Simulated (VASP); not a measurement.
Write the native input for VASP 6.6.1 that does the following.

```
Task                   : single point
Functional             : PBEsol
Potentials or basis    : VASP PAW PBE potentials, release 64 (Cu, Al)
Cutoff                 : 520 eV
k mesh                 : 14 × 14 × 14
Occupations            : fermi-dirac, width 0.1 eV
Spin                   : no spin polarisation
Dipole correction      : no
Further INCAR settings : ALGO = Normal; EDIFF = 1e-07; NBANDS = 14
```

The structure of AlCu (rocksalt type) lies in POSCAR:

```
AlCu
1.0
    0.0000000000      2.3876411869      2.3876411869
    2.3876411869      0.0000000000      2.3876411869
    2.3876411869      2.3876411869      0.0000000000
Cu Al
1 1
Direct
    0.0000000000      0.0000000000      0.0000000000
    0.5000000000      0.5000000000      0.5000000000
```

This cell differs from its parent crystal: volume scaled by 0.88.

One way to write it, as run:

INCAR

```
SYSTEM = AlCu
  PREC = Accurate
  ENCUT = 520
  EDIFF = 1E-7
  ISMEAR = -1
  SIGMA = 0.1
  LREAL = .FALSE.
  LASPH = .TRUE.
  NELM = 60
  ALGO = Normal
  ISIF = 2
  LWAVE = .FALSE.
  LCHARG = .FALSE.
  GGA = PS
  NBANDS = 14
```

KPOINTS

```
regular mesh
0
G
  14 14 14
  0 0 0
```

Potentials or basis: VASP PAW PBE potentials, release 64 (Cu, Al).

Launch:

```bash
$ cat potpaw_PBE.64/Cu/POTCAR potpaw_PBE.64/Al/POTCAR > POTCAR
$ mpirun -np 1 vasp_std > vasp.out
```

It gave:

| Quantity | Value |
| --- | --- |
| Pressure | 15.4 GPa |
| Band gap on the k mesh | zero (band 7 reaches 14.56 eV, above the bottom of band 8 at 6.71 eV) |

Caveat: the PAW data sets were made with another functional, which shifts forces and pressure a little.

Wall time 56 s on 1 thread of AMD EPYC 7R43 64-Core Processor (Zen 3) (shared host), peak memory 0.14 GiB.
